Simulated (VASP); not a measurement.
Here is a VASP 6.6.1 calculation.

File INCAR:

```
SYSTEM = TaN
PREC = Accurate
ENCUT = 520
EDIFF = 1E-6
ISMEAR = -1
SIGMA = 0.1
LREAL = .False.
LASPH = .True.
NELM = 60
ALGO = Normal
ISIF = 2
LWAVE = .False.
LCHARG = .True.
GGA = PE
IVDW = 12
LELF = .True.
LVHAR = .True.
NBANDS = 15
```

Contents of KPOINTS:

```
Automatic mesh
0
Gamma
  9 9 9
  0 0 0
```

Contents of POSCAR:

```
TaN
1.0
    0.0000000000      2.1345181309      2.1345181309
    2.1345181309      0.0000000000      2.1345181309
    2.1345181309      2.1345181309      0.0000000000
Ta N
1 1
Direct
    0.5000000000      0.5000000000      0.5000000000
    0.0000000000      0.0000000000      0.0000000000
```

Potentials or basis: VASP PAW PBE potentials, release 64 (Ta_pv, N).

Run with:

```sh
$ cat potpaw_PBE.64/Ta_pv/POTCAR potpaw_PBE.64/N/POTCAR > POTCAR
$ mpirun -np 1 vasp_std > vasp.out
```

(1) Predict the band gap on the k mesh.

(2) What does it give for the dispersion energy per atom?

(3) Predict the pressure.

## Answers

(1) zero (band 8 reaches 12.35 eV, above the bottom of band 9 at 8.22 eV).

(2) -0.518 eV.

(3) 34.8 GPa.

Caveat: spin-orbit coupling is left out, which moves the levels of the heavy elements; pairwise dispersion overbinds metals, which lowers pressure and volume.
